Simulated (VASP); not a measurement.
## MnSi: single point with PBE+D4

MnSi:

```
CELL_PARAMETERS angstrom
4.50721 0.00000 0.00000
0.00000 4.50721 0.00000
0.00000 0.00000 4.50721
ATOMIC_POSITIONS crystal
Mn 0.13800 0.13800 0.13800
Mn 0.36200 0.86200 0.63800
Mn 0.63800 0.36200 0.86200
Mn 0.86200 0.63800 0.36200
Si 0.84600 0.84600 0.84600
Si 0.65400 0.15400 0.34600
Si 0.34600 0.65400 0.15400
Si 0.15400 0.34600 0.65400
```

| Item | Value |
| --- | --- |
| Program | VASP 6.6.1 |
| Task | single point |
| Functional | PBE |
| Dispersion | D4 |
| Potentials or basis | VASP PAW PBE potentials, release 64 (Mn_pv, Si) |
| Cutoff | 520 eV |
| k mesh | 6 × 6 × 6 |
| Occupations | fermi-dirac, width 0.1 eV |
| Spin | collinear spin, ferromagnetic start |
| Starting moments | [2.8, 2.8, 2.8, 2.8, 0.0, 0.0, 0.0, 0.0] μB |
| Dipole correction | no |
| Further INCAR settings | ALGO = Normal; EDIFF = 1e-07; NBANDS = 48 |

```yaml
Pressure: -5.2 GPa
Largest_force: 0.141 eV/Å
Net_moment: 3.69 μB per cell
Site_moments: Mn +0.98; Si -0.05 μB
Valence_electrons_inside_the_program's_atomic_spheres: Mn 12.02; Si 1.65
Dispersion_energy_per_atom: -0.468 eV
```

Forces on the atoms (eV/Å):
```
Mn  -0.081 -0.081 -0.081
Mn   0.081  0.081 -0.081
Mn  -0.081  0.081  0.081
Mn   0.081 -0.081  0.081
Si  -0.047 -0.047 -0.047
Si   0.047  0.047 -0.047
Si  -0.047  0.047  0.047
Si   0.047 -0.047  0.047
```

Levels at points of the mesh, in eV from the Fermi level:
Spin up:
```
           k point  band 32  band 33  band 34  band 35  band 36  band 37  band 38  band 39  band 40  band 41
(0.00, 0.00, 0.00)    -0.34    -0.34    -0.34    -0.27    -0.27     0.80     0.80     0.80     3.03     3.03
(0.50, 0.00, 0.00)    -1.28    -0.58    -0.58    -0.08    -0.08     0.32     0.32     1.86     1.86     2.24
(0.50, 0.50, 0.00)    -1.27    -1.02    -1.02    -0.54    -0.54     0.78     0.78     1.34     1.34     2.81
(0.50, 0.50, 0.50)    -0.89    -0.68    -0.68    -0.68    -0.68     0.63     0.63     0.63     0.63     5.39
```
Spin down:
```tsv
k point	band 29	band 30	band 31	band 32	band 33	band 34	band 35	band 36
(0.00, 0.00, 0.00)	-1.44	-1.44	-1.44	0.63	0.63	0.63	0.95	0.95
(0.50, 0.00, 0.00)	-1.22	-1.22	-0.46	-0.46	0.56	0.56	0.88	0.88
(0.50, 0.50, 0.00)	-0.64	-0.64	-0.54	-0.54	-0.29	-0.29	0.56	0.56
(0.50, 0.50, 0.50)	0.04	0.04	0.04	0.04	0.20	0.20	0.20	0.20
```

It took 4 min on 1 thread of Intel(R) Xeon(R) Platinum 8488C (Sapphire Rapids) (shared host), peak memory 0.32 GiB.

Caveat: the cell stands under tension.
